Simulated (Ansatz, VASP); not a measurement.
## CuB2: VASP beside Ansatz

```
CELL_PARAMETERS angstrom
2.38636 0.00000 0.00000
0.00000 2.38636 0.00000
0.00000 0.00000 4.55611
ATOMIC_POSITIONS crystal
Cu 0.00000 0.00000 0.00000
B 0.50000 0.50000 0.31785
B 0.50000 0.50000 0.68215
```

Change from the starting cell: species swapped into the Ga2Cu type (P4/mmm, No. 123).

Alike in both runs: functional PBE; k mesh 8 × 8 × 4; occupations gaussian, width 0.1 eV; no spin polarisation.

Ansatz relaxed the structure, and its values are those at the end. VASP's run is a single point on that final structure, the one shown.

|  | VASP | Ansatz |
| --- | --- | --- |
| version | VASP 6.6.1 | Ansatz 0.2.0 |
| potentials or method | VASP PAW PBE potentials, release 64 (Cu_sv_GW, B), cutoff 820 eV | scalar-relativistic, plane waves, PAW |
| valence electrons in the cell | 25 | 25 |

VASP gave:

```
gap on the k mesh at the Fermi level (eV) : none
pressure (GPa)                            : -1.0
rms of the force components (eV/Å)        : 0.005
```

Which values does Ansatz return?

gap on the k mesh at the Fermi level (eV): none; pressure (GPa): 0.0; rms of the force components (eV/Å): 0.010.

A gap of «none» marks a metal or a gap that the smearing closes.
